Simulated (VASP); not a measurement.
**Au: single point with PBEsol**

The system is Au.

```xyz
1
Lattice="0.0000 2.0418 2.0418 2.0418 0.0000 2.0418 2.0418 2.0418 0.0000" Properties=species:S:1:pos:R:3 pbc="T T T"
Au    0.0000    0.0000    0.0000
```

```yaml
Program: VASP 6.6.1
Task: single point
Functional: PBEsol
Potentials_or_basis: VASP PAW PBE potentials, release 64 (Au)
Cutoff: 520 eV
k_mesh: 18 × 18 × 18
Occupations: fermi-dirac, width 0.08 eV
Spin: no spin polarisation
Dipole_correction: no
k_mesh_for_the_DOS: 27 × 27 × 27
Occupations_for_the_DOS: tetrahedron
Further_INCAR_settings: ALGO = Normal; EDIFF = 1e-06; NBANDS = 12
```

```json
{
 "Valence electrons inside the program's atomic spheres": "Au 9.64"
}
```

Levels at points of the mesh, in eV from the Fermi level:
```
           k point  band 2  band 3  band 4  band 5  band 6  band 7  band 8  band 9  band 10  band 11
(0.00, 0.00, 0.00)   -4.71   -4.71   -4.71   -3.17   -3.17   14.48   18.48   18.48    18.48    23.35
```

It took 2.6 min on 1 thread of AMD EPYC 7R13 (shared host), peak memory 0.2 GiB.

Caveat: spin-orbit coupling is left out, which moves the levels of the heavy elements.
